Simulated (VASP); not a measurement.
Here is a VASP 6.6.1 calculation.

Contents of POSCAR:

```
Ti3Nb
1.0
    4.1334330000      0.0000000000      0.0000000000
    0.0000000000      4.1334330000      0.0000000000
    0.0000000000      0.0000000000      4.1334330000
Ti Nb
3 1
Direct
    0.0000000000      0.5000000000      0.5000000000
    0.5000000000      0.0000000000      0.5000000000
    0.5000000000      0.5000000000      0.0000000000
    0.0000000000      0.0000000000      0.0000000000
```

INCAR.step1

```
SYSTEM = Ti3Nb
  PREC = Accurate
  ENCUT = 520
  ISMEAR = 0
  SIGMA = 0.1
  LREAL = .False.
  LASPH = .True.
  NELM = 100
  NBANDS = 32
  GGA = PE
  ALGO = Normal
  EDIFF = 1E-4
  LWAVE = .True.
  LCHARG = .False.
```

INCAR.step2

```
SYSTEM = Ti3Nb
  PREC = Accurate
  ENCUT = 520
  EDIFF = 1E-7
  ISMEAR = 0
  SIGMA = 0.1
  LREAL = .False.
  LASPH = .True.
  NELM = 100
  ALGO = Normal
  ISIF = 2
  LWAVE = .False.
  LCHARG = .False.
  METAGGA = R2SCAN
  LMIXTAU = .True.
  NBANDS = 32
  ISTART = 1
```

The input KPOINTS:

```
Automatic mesh
0
Gamma
  8 8 8
  0 0 0
```

Potentials or basis: VASP PAW PBE potentials, release 64 (Ti_sv, Nb_sv).

Run with:

```sh
$ cat potpaw_PBE.64/Ti_sv/POTCAR potpaw_PBE.64/Nb_sv/POTCAR > POTCAR
$ cp INCAR.step1 INCAR
$ mpirun -np 1 vasp_std > vasp.out
$ cp INCAR.step2 INCAR
$ mpirun -np 1 vasp_std > vasp.out
```

(1) Predict the pressure.

Answers

(1) -0.5 GPa.

Caveat: the PAW data sets were made with another functional, which shifts forces and pressure a little.
